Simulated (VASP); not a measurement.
# Ta (Im-3m) in VASP: a series of runs

Runs on Ta. Level: r2SCAN. Tasks: single point, relaxation of cell and atoms.

Program: VASP 6.6.1. These are calculated values, not measurements. Logs are shortened: lines on timing, memory, paths and dates and some standing lists are left out, and cuts for length are marked.

## (1) The cell of the first run

It takes space group Im-3m (No. 229, cubic). The conventional cell has a = 3.240 Å, b = 3.240 Å, c = 3.240 Å, α = 90.00°, β = 90.00°, γ = 90.00°. Within 3.7 Å of Ta (site symmetry m-3m) lie 14 Ta at 2.81 to 3.24 Å.

## (2) Single point, r2SCAN (volume scaled by 0.94)

Input file POSCAR:

```
Ta
1.0
   -1.6197607539      1.6197607539      1.6197607539
    1.6197607539     -1.6197607539      1.6197607539
    1.6197607539      1.6197607539     -1.6197607539
Ta
1
Direct
    0.0000000000      0.0000000000      0.0000000000
```

Input file INCAR.step1:

```
PREC = Accurate
ENCUT = 520
ISMEAR = -1
SIGMA = 0.1
LREAL = F
LASPH = T
NELM = 80
NBANDS = 12
GGA = PE
ALGO = Normal
EDIFF = 1E-4
LWAVE = T
LCHARG = F
```

Input file INCAR.step2:

```
PREC = Accurate
ENCUT = 520
EDIFF = 1E-6
ISMEAR = -1
SIGMA = 0.1
LREAL = F
LASPH = T
NELM = 80
ALGO = Normal
ISIF = 2
LWAVE = F
LCHARG = F
METAGGA = R2SCAN
LMIXTAU = T
NBANDS = 12
ISTART = 1
```

Input file KPOINTS:

```
Automatic mesh
0
Gamma
  16 16 16
```

Potentials or basis: VASP PAW PBE potentials, release 64 (Ta_pv).

The run is started by

```bash
> cat potpaw_PBE.64/Ta_pv/POTCAR > POTCAR
> cp INCAR.step1 INCAR
> mpirun -np 1 vasp_std > vasp.out
> cp INCAR.step2 INCAR
> mpirun -np 1 vasp_std > vasp.out
```

OUTCAR:

```text
PREC = Accurate
   ENCUT = 520
   EDIFF = 1E-6
   ISMEAR = -1
   LREAL = F
   LASPH = T
   NELM = 80
   ISIF = 2
   METAGGA = R2SCAN
   ISTART = 1

 ion  position               nearest neighbor table
   1  0.000  0.000  0.000-

  LATTYP: Found a body centered cubic cell.
 ALAT       =     3.2395215078

  Lattice vectors:

 A1 = (  -1.6197607539,   1.6197607539,   1.6197607539)
 A2 = (   1.6197607539,  -1.6197607539,   1.6197607539)
 A3 = (   1.6197607539,   1.6197607539,  -1.6197607539)

Analysis of symmetry for initial positions (statically):
=====================================================================
 Subroutine PRICEL returns:
 Original cell was already a primitive cell.

 Routine SETGRP: Setting up the symmetry group for a
 body centered cubic supercell.

 Subroutine GETGRP returns: Found 48 space group operations
[... 9 lines left out ...]

 Routine SETGRP: Setting up the symmetry group for a
 body centered cubic supercell.

 Subroutine GETGRP returns: Found 48 space group operations
[... 11 lines left out ...]
                                     Primitive cell

  volume of cell :      16.9986

  direct lattice vectors                    reciprocal lattice vectors
    -1.619760754  1.619760754  1.619760754     0.000000000  0.308687563  0.308687563
     1.619760754 -1.619760754  1.619760754     0.308687563  0.000000000  0.308687563
     1.619760754  1.619760754 -1.619760754     0.308687563  0.308687563  0.000000000

  length of vectors
     2.805507922  2.805507922  2.805507922     0.436550138  0.436550138  0.436550138

  position of ions in fractional coordinates (direct lattice)
     0.000000000  0.000000000  0.000000000

  ion indices of the primitive-cell ions
   primitive index   ion index
                 1           1

----------------------------------------------------------------------------------------

 KPOINTS: Automatic mesh

Automatic generation of k-mesh.
 Grid dimensions read from file:
 generate k-points for:   16   16   16

 Generating k-lattice:

  Cartesian coordinates                     Fractional coordinates (reciprocal lattice)
     0.000000000  0.019292973  0.019292973     0.062500000  0.000000000  0.000000000
     0.019292973  0.000000000  0.019292973     0.000000000  0.062500000  0.000000000
     0.019292973  0.019292973  0.000000000     0.000000000  0.000000000  0.062500000

  Length of vectors
     0.027284384  0.027284384  0.027284384

  Shift w.r.t. Gamma in fractional coordinates (k-lattice)
     0.000000000  0.000000000  0.000000000

 Subroutine IBZKPT returns following result:
 ===========================================

 Found    145 irreducible k-points:

 Following reciprocal coordinates:
            Coordinates               Weight
  0.000000  0.000000  0.000000      1.000000
  0.062500  0.000000  0.000000     12.000000
  0.125000  0.000000  0.000000     12.000000
  0.187500  0.000000  0.000000     12.000000
  0.250000  0.000000  0.000000     12.000000
  0.312500  0.000000  0.000000     12.000000
[... 16 lines left out ...]
  0.187500  0.187500  0.000000     24.000000
  0.250000  0.187500  0.000000     48.000000
 [... further k-points ...]
   k-points           NKPTS =    145   k-points in BZ     NKDIM =    145   number of bands    NBANDS=     12
   number of dos      NEDOS =    301   number of ions     NIONS =      1
   total plane-waves  NPLWV =  13824
   dimension x,y,z NGX =    24 NGY =   24 NGZ =   24
   dimension x,y,z NGXF=    48 NGYF=   48 NGZF=   48
   ions per type =               1
   NGX,Y,Z   is equivalent  to a cutoff of  14.22, 14.22, 14.22 a.u.
   NGXF,Y,Z  is equivalent  to a cutoff of  28.44, 28.44, 28.44 a.u.
 SYSTEM =  unknown system
   PREC   = accura    normal or accurate (medium, high low for compatibility)
   ISTART =      1    job   : 0-new  1-cont  2-samecut
   ICHARG =      0    charge: 1-file 2-atom 10-const
   ISPIN  =      1    spin polarized calculation?
   LNONCOLLINEAR =      F non collinear calculations
   LSORBIT =      F    spin-orbit coupling
   LASPH  =      T    aspherical Exc in radial PAW
   ENCUT  =  520.0 eV  38.22 Ry    6.18 a.u.   5.22  5.22  5.22*2*pi/ulx,y,z
   NELM   =     80;   NELMIN=  2; NELMDL=  0     # of ELM steps
   EDIFF  = 0.1E-05   stopping-criterion for ELM
   LREAL  =      F    real-space projection
   EDIFFG = 0.1E-04   stopping-criterion for IOM
   NSW    =      0    number of steps for IOM
   IBRION =     -1    ionic relax: 0-MD 1-quasi-New 2-CG
   NFREE  =      0    steps in history (QN), initial steepest desc. (CG)
   ISIF   =      2    stress and relaxation
   ISYM   =      2    0-nonsym 1-usesym 2-fastsym
   POTIM  = 0.5000    time-step for ionic-motion
   TEBEG  =    0.0;   TEEND  =   0.0 temperature during run
   PSTRESS=    0.0 pullay stress
   NELECT =      11.0000    total number of electrons
   NUPDOWN=      -1.0000    fix difference up-down
   EMIN   =  10.00;   EMAX   =-10.00  energy-range for DOS
   EFERMI =   0.00;   METHOD = LEGACY
   ISMEAR =    -1;   SIGMA  =   0.10  broadening in eV -4-tet -1-fermi 0-gaus
   EFERMI_NEDOS =   21; number of points for ismear=-14 and -15
   IALGO  =     38    algorithm
   IMIX   =      4    mixing-type and parameters
     AMIX     =   0.40;   BMIX     =  1.00
     AMIX_MAG =   1.60;   BMIX_MAG =  1.00
  volume/ion in A,a.u.               =      17.00       114.71
  Fermi-wavevector in a.u.,A,eV,Ry     =   1.416016  2.675882 27.281063  2.005102
  Thomas-Fermi vector in A             =   2.537394
   LORBIT       =      0    0 simple, 1 ext, 2 COOP (PROOUT), +10 PAW based schemes
   METAGGA = R2SCAN    functional components
   LHFCALC =     F    Hartree Fock is set to
   AEXX    =    0.0000 exact exchange contribution
   IVDW    =     0    specifies the selected vdW correction
   LEPSILON=     F    determine dielectric tensor
   LRPA    =     F    only Hartree local field effects (RPA)
 non-spin polarized calculation
  energy-cutoff  :      520.00
  volume of cell :       17.00
 maximum number of plane-waves:       472
 NGX is ok and might be reduce to    24
   NGX = 11   NGY = 11   NGZ = 11

 number of electron      10.9999999 magnetization

 Free energy of the ion-electron system (eV)
  ---------------------------------------------------
  ext. energy  EPLUGINS =         0.00000000
  ---------------------------------------------------
  free energy    TOTEN  =       -48.54940491 eV

  energy without entropy =      -48.50774392  energy(sigma->0) =      -48.52857441

 E-fermi :   5.7991     XC(G=0): -14.1116

 val. band max:        5.7789400707   @ k =  -0.4375  -0.4375   0.0625
 cond. band min:       5.8039445185   @ k =  -0.1875   0.2500   0.0625
 fundamental gap:      0.0250044478
 Fermi energy:         5.7990871744

 k-point     1 :       0.0000    0.0000    0.0000
  band No.  band energies     occupation
      1     -28.1765      2.00000
      2     -28.1765      2.00000
      3     -28.1765      2.00000
      4      -2.7443      2.00000
      5       6.6395      0.00045
      6       6.6395      0.00045
      7       6.6395      0.00045
      8      10.3366      0.00000
      9      10.3366      0.00000
     10      18.1848      0.00000
     11      21.8607      0.00000
     12      21.8607      0.00000

 k-point     2 :       0.0625    0.0000    0.0000
  band No.  band energies     occupation
      1     -28.2392      2.00000
      2     -28.1951      2.00000
      3     -28.1769      2.00000
      4      -2.5479      2.00000
      5       6.5081      0.00167
      6       6.5989      0.00067
      7       6.8308      0.00007
      8      10.1189      0.00000
      9      10.3342      0.00000
     10      18.1848      0.00000
     11      22.0409      0.00000
     12      22.2035      0.00000

 k-point     3 :       0.1250    0.0000    0.0000
  band No.  band energies     occupation
      1     -28.4147      2.00000
      2     -28.2480      2.00000
      3     -28.1782      2.00000
      4      -1.9871      2.00000
      5       6.1548      0.05543
      6       6.4227      0.00391
      7       7.3966      0.00000
      8       9.7142      0.00000
      9      10.3426      0.00000
     10      18.1848      0.00000
     11      22.4718      0.00000
     12      23.1870      0.00000

 k-point     4 :       0.1875    0.0000    0.0000
  band No.  band energies     occupation
      1     -28.6693      2.00000
      2     -28.3261      2.00000
      3     -28.1802      2.00000
      4      -1.1525      2.00000
      5       5.6749      1.55189
      6       6.0569      0.14110
      7       8.3131      0.00000
      8       9.5299      0.00000
      9      10.3970      0.00000
     10      18.1847      0.00000
     11      22.7305      0.00000
     12      24.7047      0.00000

 k-point     5 :       0.2500    0.0000    0.0000
  band No.  band energies     occupation
      1     -28.9585      2.00000
      2     -28.4168      2.00000
      3     -28.1826      2.00000
      4      -0.2183      2.00000
      5       5.1672      1.99640
      6       5.6882      1.50379
      7       9.5370      0.00000
      8       9.6677      0.00000
      9      10.5301      0.00000
     10      18.1846      0.00000
     11      22.1915      0.00000
     12      24.2304      0.00000
[... 228 lines left out ...]
      1     -29.5520      2.00000
      2     -28.7021      2.00000
      3     -28.2669      2.00000
      4       1.5261      2.00000
      5       4.2095      2.00000
      6       6.3500      0.00807
      7      10.0369      0.00000
      8      11.5272      0.00000
      9      14.6279      0.00000
     10      18.1776      0.00000
     11      18.8052      0.00000
     12      20.1684      0.00000

 k-point    22 :       0.4375    0.1250    0.0000
  band No.  band energies     occupation
      1     -29.5932      2.00000
      2     -28.7249      2.00000
      3     -28.2680      2.00000
      4       1.5185      2.00000
      5       4.1497      2.00000
      6       6.7039      0.00024
      7      10.0197      0.00000
      8      11.6864      0.00000
      9      15.1993      0.00000
     10      18.1472      0.00000
     11      18.3202      0.00000
     12      19.7922      0.00000

 k-point    23 :       0.1875    0.1875    0.0000
  band No.  band energies     occupation
      1     -29.2042      2.00000
      2     -28.5353      2.00000
      3     -28.2859      2.00000
      4       1.1408      2.00000
      5       4.6600      1.99998
      6       5.0880      1.99837
      7       9.2833      0.00000
      8      11.2274      0.00000
      9      11.7332      0.00000
     10      18.1843      0.00000
     11      21.4099      0.00000
     12      23.8964      0.00000

 k-point    24 :       0.2500    0.1875    0.0000
  band No.  band energies     occupation
      1     -29.3501      2.00000
      2     -28.6597      2.00000
      3     -28.3057      2.00000
      4       1.8256      2.00000
      5       4.3671      2.00000
      6       5.1345      1.99741
      7       9.5728      0.00000
      8      11.3302      0.00000
      9      13.3202      0.00000
     10      18.1833      0.00000
     11      20.0895      0.00000
     12      22.8576      0.00000

 [... further k-points ...]
[... 5 lines left out ...]
  --------------------------------------------------------------------------------------
  -------------------------------------------------------------------------------------
  Total        1.5664795      1.5664795      1.5664795     -0.0000000      0.0000000      0.0000000
  in kB      147.6463414    147.6463414    147.6463414     -0.0000000      0.0000000      0.0000000
  external PRESSURE =     147.6463414 kB  Pullay stress =       0.0000000 kB

 VOLUME and BASIS-vectors are now :
 -----------------------------------------------------------------------------
  energy-cutoff  :      520.00
  volume of cell :       17.00
      direct lattice vectors                 reciprocal lattice vectors
    -1.619760754  1.619760754  1.619760754     0.000000000  0.308687563  0.308687563
     1.619760754 -1.619760754  1.619760754     0.308687563  0.000000000  0.308687563
     1.619760754  1.619760754 -1.619760754     0.308687563  0.308687563  0.000000000

 POSITION                                       TOTAL-FORCE (eV/Angst)
 -----------------------------------------------------------------------------------
      0.00000      0.00000      0.00000         0.000000      0.000000      0.000000
 -----------------------------------------------------------------------------------
    total drift:                               -0.000000      0.000000      0.000000

  FREE ENERGIE OF THE ION-ELECTRON SYSTEM (eV)
  ---------------------------------------------------
  free  energy   TOTEN  =       -48.5494049053 eV

  energy  without entropy=      -48.5077439207  energy(sigma->0) =      -48.52857441
```

Wall time 4.3 min (1 thread of AMD EPYC 7R13, shared host); peak memory 0.14 GiB.

Results:

```yaml
Free_energy: -48.5494 eV
Pressure: 14.8 GPa
```

Caveat: the cell differs from its parent crystal (volume scaled by 0.94); the PAW data sets were made with another functional, which shifts forces and pressure a little; spin-orbit coupling is left out, which moves the levels of the heavy elements.

## (3) Single point, r2SCAN

This run uses another cell than the first one, of 18.08 Å³/atom, 1.064 times its volume.

Input file POSCAR:

```
Ta
1.0
   -1.6535154383      1.6535154383      1.6535154383
    1.6535154383     -1.6535154383      1.6535154383
    1.6535154383      1.6535154383     -1.6535154383
Ta
1
Direct
    0.0000000000      0.0000000000      0.0000000000
```

Input file INCAR.step1:

```
SYSTEM = Ta
PREC = Accurate ; ENCUT = 520
ISMEAR = -1 ; SIGMA = 0.1
LREAL = .FALSE. ; LASPH = .TRUE.
NELM = 100 ; NBANDS = 12
GGA = PE ; ALGO = Normal
EDIFF = 1E-4 ; LWAVE = .TRUE.
LCHARG = .FALSE.
```

Input file INCAR.step2:

```
SYSTEM = Ta
PREC = Accurate ; ENCUT = 520
EDIFF = 1E-6 ; ISMEAR = -1
SIGMA = 0.1 ; LREAL = .FALSE.
LASPH = .TRUE. ; NELM = 100
ALGO = Normal ; ISIF = 2
LWAVE = .FALSE. ; LCHARG = .TRUE.
METAGGA = R2SCAN ; LMIXTAU = .TRUE.
LELF = .TRUE. ; LVHAR = .TRUE.
NBANDS = 12 ; ISTART = 1
```

Input file KPOINTS:

```
regular mesh
0
G
  16 16 16
  0 0 0
```

Potentials or basis: VASP PAW PBE potentials, release 64 (Ta_pv).

The run is started by

```bash
> cat potpaw_PBE.64/Ta_pv/POTCAR > POTCAR
> cp INCAR.step1 INCAR
> mpirun -np 1 vasp_std > vasp.out
> cp INCAR.step2 INCAR
> mpirun -np 1 vasp_std > vasp.out
```

It took 4.1 min on 1 thread of AMD EPYC 7R13, shared host; peak memory 0.14 GiB.

Results (log left out):

- Free energy: -48.5996 eV
- Pressure: 0.6 GPa

Levels at points of the mesh, in eV from the Fermi level:
| k point | band 4 | band 5 | band 6 | band 7 | band 8 | band 9 |
| --- | --- | --- | --- | --- | --- | --- |
| (0.00, 0.00, 0.00) | -8.31 | 0.84 | 0.84 | 0.84 | 4.32 | 4.32 |
| (0.50, 0.00, 0.00) | -4.54 | -1.56 | 1.45 | 4.18 | 5.24 | 8.05 |
| (0.50, 0.50, 0.50) | -3.92 | -3.92 | 7.08 | 7.08 | 7.08 | 8.98 |

Caveat: the PAW data sets were made with another functional, which shifts forces and pressure a little; spin-orbit coupling is left out, which moves the levels of the heavy elements.

## (4) Relaxation of cell and atoms, r2SCAN

This run uses another cell than the first one, of 18.02 Å³/atom, 1.060 times its volume.

Input file POSCAR:

```
Ta
1.0
   -1.6515748661      1.6515748661      1.6515748661
    1.6515748661     -1.6515748661      1.6515748661
    1.6515748661      1.6515748661     -1.6515748661
Ta
1
Direct
    0.0000000000      0.0000000000      0.0000000000
```

Input file INCAR.step1:

```
SYSTEM = Ta
PREC = Accurate
ENCUT = 600
ISMEAR = -1
SIGMA = 0.1
LREAL = .FALSE.
LASPH = .TRUE.
NELM = 80
GGA = PE
ALGO = Normal
EDIFF = 1E-4
LWAVE = .TRUE.
LCHARG = .FALSE.
```

Input file INCAR.step2:

```
SYSTEM = Ta
PREC = Accurate
ENCUT = 600
EDIFF = 1E-6
ISMEAR = -1
SIGMA = 0.1
LREAL = .FALSE.
LASPH = .TRUE.
NELM = 80
ALGO = Normal
ISIF = 3
LWAVE = .FALSE.
LCHARG = .FALSE.
METAGGA = R2SCAN
LMIXTAU = .TRUE.
IBRION = 2
NSW = 60
EDIFFG = -0.005
ISTART = 1
```

Input file KPOINTS:

```
Automatic mesh
0
G
  16 16 16
  0 0 0
```

The run is started by

```bash
> cat potpaw_PBE.64/Ta_pv/POTCAR > POTCAR
> cp INCAR.step1 INCAR
> mpirun -np 1 vasp_std > vasp.out
> cp INCAR.step2 INCAR
> mpirun -np 1 vasp_std > vasp.out
```

Wall time 8.5 min (1 thread of AMD EPYC 7R13, shared host); peak memory 0.14 GiB.

The run converged. Its results:

```yaml
Free_energy: -48.6001 eV
Relaxed_volume: 18.14 Å³/atom
Relaxed_cell: a = 2.867 Å, b = 2.867 Å, c = 2.867 Å, α = 109.47°, β = 109.47°, γ = 109.47°
Space_group_after_relaxing_to_0.05_Å: Im-3m (No. 229)
Energy_gained_by_relaxing: 0.5 meV/atom
Ionic_steps: 3
Pressure_after_relaxing: 0.0 GPa
```

The path:
```
step  energy change (eV)  largest force (eV/Å)  pressure (GPa)  volume (Å³)
   1              0.0000                0.0000            1.33        18.02
   2              0.0022                0.0000           -3.00        18.41
   3             -0.0005                0.0000            0.00        18.14
```

Final structure:
```yaml
crystal:
  lattice:
    - [-1.65513, 1.65513, 1.65513]
    - [1.65513, -1.65513, 1.65513]
    - [1.65513, 1.65513, -1.65513]
  atoms:
    - { symbol: Ta, position: [0.00000, 0.00000, 0.00000] }
```

Levels at points of the mesh, in eV from the Fermi level:
```csv
k point,band 4,band 5,band 6,band 7,band 8,band 9
"(0.00, 0.00, 0.00)",-8.30,0.84,0.84,0.84,4.30,4.30
"(0.50, 0.00, 0.00)",-4.53,-1.55,1.44,4.17,5.23,8.02
"(0.50, 0.50, 0.50)",-3.90,-3.90,7.06,7.06,7.06,8.95
```

Caveat: the PAW data sets were made with another functional, which shifts forces and pressure a little; spin-orbit coupling is left out, which moves the levels of the heavy elements.

## (5) Summary

| task | cell | cutoff (eV) | gap on the mesh (eV) | pressure (GPa) |
| --- | --- | --- | --- | --- |
| single point | a = 2.806 Å, angles 109.5°, 1 atom | 520 | none | 14.8 |
| single point | a = 2.864 Å, angles 109.5°, 1 atom | 520 | none | 0.6 |
| relaxation of cell and atoms | relaxed from a = 2.861 Å, angles 109.5°, 1 atom | 600 | none | 0.0 |

Alike in all rows: level r2SCAN; potentials or basis VASP PAW PBE potentials, release 64 (Ta_pv); no spin polarisation; k mesh 16 × 16 × 16; smearing fermi-dirac 0.1 eV.

Caveats: the PAW data sets were made with another functional, which shifts forces and pressure a little; spin-orbit coupling is left out, which moves the levels of the heavy elements.

Total energies depend on the potentials used, so only differences within one code and one set of settings carry meaning.
